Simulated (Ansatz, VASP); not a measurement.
## CoSi in VASP and in Ansatz

```
Co Si
1.0
     4.59701    0.00000    0.00000
     0.00000    4.26469    0.00000
     0.00000    0.00000    4.43085
Co Si
4 4
Cartesian
  0.6667 0.6185 0.6426
  1.6319 3.6462 2.8580
  2.9652 1.5139 3.7883
  3.9304 2.7508 1.5729
  3.8760 3.5958 3.7359
  3.0195 0.6689 1.5205
  1.5775 2.8012 0.6949
  0.7210 1.4635 2.9104
```

Change from the starting cell: strain +0.0375 x Voigt [1, -1, 0, 0, 0, 0], atoms carried along.

Alike in both runs: task single point; functional PBE; k mesh 10 × 10 × 10; occupations gaussian, width 0.15 eV; no spin polarisation.

|  | VASP | Ansatz |
| --- | --- | --- |
| version | VASP 6.6.1 | Ansatz 0.2.0 |
| potentials or method | VASP PAW PBE potentials, release 64 (Co, Si), cutoff 520 eV | scalar-relativistic, plane waves, PAW |
| valence electrons in the cell | 52 | 84 |

```tsv
	VASP	Ansatz	Ansatz less VASP
gap on the k mesh at the Fermi level (eV)	none	none	-
pressure (GPa)	1.2	1.3	+0.08
traceless stress, the component that is largest in VASP (GPa)	8.88	8.83	-0.048
rms of the force components (eV/Å)	0.067	0.067	-0.0002
```

Atom by atom the forces differ by 0.003 eV/Å (rms over components). A gap of «none» marks a metal or a gap that the smearing closes. VASP's potentials hold 52 valence electrons a cell and Ansatz's 84, so a difference there can come from the potentials and not from the codes.
